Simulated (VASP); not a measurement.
Set up this calculation in VASP 6.6.1, as the native input.

```
Task                               : single point
Functional                         : HSE06
Potentials or basis                : VASP PAW PBE potentials, release 64 (Al, N)
Cutoff                             : 520 eV
k mesh                             : 4 × 4 × 4
Occupations                        : fermi-dirac, width 0.05 eV
Spin                               : no spin polarisation
Dipole correction                  : no
Grid for exact exchange (PRECFOCK) : Normal
Further INCAR settings             : ALGO = Normal; EDIFF = 1e-07; NBANDS = 11
Screening parameter                : 0.2079 1/Å
```

Crystal: AlN (zinc blende type).

```xyz
2
Lattice="0.0000 2.2290 2.2290 2.2290 0.0000 2.2290 2.2290 2.2290 0.0000" Properties=species:S:1:pos:R:3 pbc="T T T"
Al    0.0000    0.0000    0.0000
N     1.1145    1.1145    1.1145
```

These files were run (other wordings do the same):

POSCAR

```
AlN
1.0
    0.0000000000      2.2289506884      2.2289506884
    2.2289506884      0.0000000000      2.2289506884
    2.2289506884      2.2289506884      0.0000000000
Al N
1 1
Direct
    0.0000000000      0.0000000000      0.0000000000
    0.2500000000      0.2500000000      0.2500000000
```

INCAR.step1

```
PREC = Accurate
ENCUT = 520
EDIFF = 1E-5
ISMEAR = -1
SIGMA = 0.05
LREAL = False
LASPH = True
NELM = 60
ALGO = Normal
ISIF = 2
LWAVE = True
LCHARG = False
GGA = PE
NBANDS = 11
```

INCAR.step2

```
PREC = Accurate
ENCUT = 520
EDIFF = 1E-7
ISMEAR = -1
SIGMA = 0.05
LREAL = False
LASPH = True
NELM = 60
ALGO = Normal
ISIF = 2
LWAVE = False
LCHARG = False
GGA = PE
LHFCALC = True
HFSCREEN = 0.2079
PRECFOCK = Normal
ISTART = 1
NBANDS = 11
```

KPOINTS

```
Automatic mesh
0
Gamma
  4 4 4
```

Potentials or basis: VASP PAW PBE potentials, release 64 (Al, N).

Run with:

```sh
$ cat potpaw_PBE.64/Al/POTCAR potpaw_PBE.64/N/POTCAR > POTCAR
$ cp INCAR.step1 INCAR
$ mpirun -np 1 vasp_std > vasp.out
$ cp INCAR.step2 INCAR
$ mpirun -np 1 vasp_std > vasp.out
```

Results of the run:

The pressure is -12.0 GPa and the band gap on the k mesh is 4.49 eV, indirect (least direct gap 4.98 eV).

Caveat: the k points lie up to 0.61 Å⁻¹ apart; the PAW data sets were made with another functional, which shifts forces and pressure a little.

Run time: 3.9 min on 1 thread of AMD EPYC 7571 (shared host), peak memory 0.2 GiB.
